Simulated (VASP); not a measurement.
## AlRu: single point with PBE

Crystal: AlRu.

```
Al Ru
1.0
     3.06026    0.00000    0.00000
     0.00000    2.94791    0.00000
     0.00000    0.00000    3.00408
Al Ru
1 1
Cartesian
  0.0000 0.0000 0.0000
  1.5301 1.4740 1.5020
```

This cell differs from its parent crystal: strain +0.0187 x Voigt [1, -1, 0, 0, 0, 0].

| Property | Result |
| --- | --- |
| Program | VASP 6.6.1 |
| Task | single point |
| Functional | PBE |
| Potentials or basis | VASP PAW PBE potentials, release 64 (Al, Ru_pv) |
| Cutoff | 520 eV |
| k mesh | 20 × 20 × 20 |
| Occupations | gaussian, width 0.15 eV |
| Spin | no spin polarisation |

The pressure is 0.1 GPa. The band gap on the k mesh is zero (an odd number of electrons rules out a gap without spin polarisation).

Stress tensor (GPa, compression positive):
```
-2.98  0.00  0.00
 0.00  3.31  0.00
 0.00  0.00  0.00
```

Levels at points of the mesh, in eV from the Fermi level:
| k point | band 6 | band 7 | band 8 | band 9 | band 10 | band 11 | band 12 | band 13 |
| --- | --- | --- | --- | --- | --- | --- | --- | --- |
| (0.00, 0.00, 0.00) | -3.50 | 0.06 | 0.18 | 0.29 | 5.46 | 6.01 | 6.60 | 10.81 |
| (0.50, 0.00, 0.00) | -2.79 | -1.57 | -1.35 | 0.50 | 1.93 | 7.47 | 10.95 | 11.46 |
| (0.00, 0.50, 0.00) | -2.64 | -1.80 | -1.59 | 0.34 | 2.56 | 7.43 | 10.50 | 10.97 |
| (0.50, 0.50, 0.00) | -1.49 | -1.23 | -1.21 | -1.09 | 1.48 | 5.27 | 6.10 | 10.50 |
| (0.00, 0.00, 0.50) | -2.73 | -1.79 | -1.36 | 0.43 | 2.24 | 7.43 | 10.49 | 11.47 |
| (0.50, 0.00, 0.50) | -1.53 | -1.40 | -1.00 | -0.95 | 1.38 | 4.98 | 5.98 | 10.94 |
| (0.00, 0.50, 0.50) | -1.35 | -1.32 | -1.28 | -1.19 | 1.62 | 5.49 | 6.21 | 10.08 |
| (0.50, 0.50, 0.50) | -4.53 | 1.48 | 1.71 | 2.50 | 3.99 | 4.11 | 4.22 | 8.15 |

Wall time 8.1 min on 1 thread of Intel Xeon 8259CL, with other jobs on the host, peak memory 0.62 GiB.

Caveat: the cell differs from its parent crystal (strain +0.0187 x Voigt [1, -1, 0, 0, 0, 0]).
